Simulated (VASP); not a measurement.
Wanted: the native input for a VASP 6.6.1 run.

| Item | Value |
| --- | --- |
| Task | single point |
| Functional | PBE |
| Potentials or basis | VASP PAW PBE potentials, release 64 (Si, Br) |
| Cutoff | 520 eV |
| k mesh | 4 × 4 × 4 |
| Occupations | gaussian, width 0.1 eV |
| Spin | no spin polarisation |
| Dipole correction | no |
| Further INCAR settings | ALGO = Normal; EDIFF = 1e-06; NBANDS = 18 |

The structure of Si3Br lies in POSCAR:

```
Si3Br
1.0
    4.3965365800      0.0000000000      0.0000000000
    0.0000000000      4.3965365800      0.0000000000
    0.0000000000      0.0000000000      4.3965365800
Si Br
3 1
Direct
    0.5000000000      0.0000000000      0.0000000000
    0.0000000000      0.5000000000      0.0000000000
    0.0000000000      0.0000000000      0.5000000000
    0.5000000000      0.5000000000      0.5000000000
```

The cell was built from a structure type or drawn by symmetry, and may not be a known phase.

The input as run:

INCAR

```
SYSTEM = Si3Br
ALGO = Normal ; EDIFF = 1E-6
ENCUT = 520 ; GGA = PE
ISIF = 2 ; ISMEAR = 0
LASPH = .TRUE. ; LCHARG = .FALSE.
LREAL = .FALSE. ; LWAVE = .FALSE.
NBANDS = 18 ; NELM = 60
PREC = Accurate ; SIGMA = 0.1
```

KPOINTS

```
k-points
0
G
  4 4 4
  0 0 0
```

Potentials or basis: VASP PAW PBE potentials, release 64 (Si, Br).

Launch:

```console
$ cat potpaw_PBE.64/Si/POTCAR potpaw_PBE.64/Br/POTCAR > POTCAR
$ mpirun -np 1 vasp_std > vasp.out
```

Results of the run:

```
Pressure               : -4.6 GPa
Band gap on the k mesh : zero (an odd number of electrons rules out a gap without spin polarisation)
```

Caveat: the cell stands under tension; an odd number of electrons without spin polarisation forces a metal; a magnetic or distorted state may lie lower.

Run time: 6.2 s on 1 thread of Intel(R) Xeon(R) 6975P-C (Granite Rapids), on a shared host, peak memory 0.2 GiB.
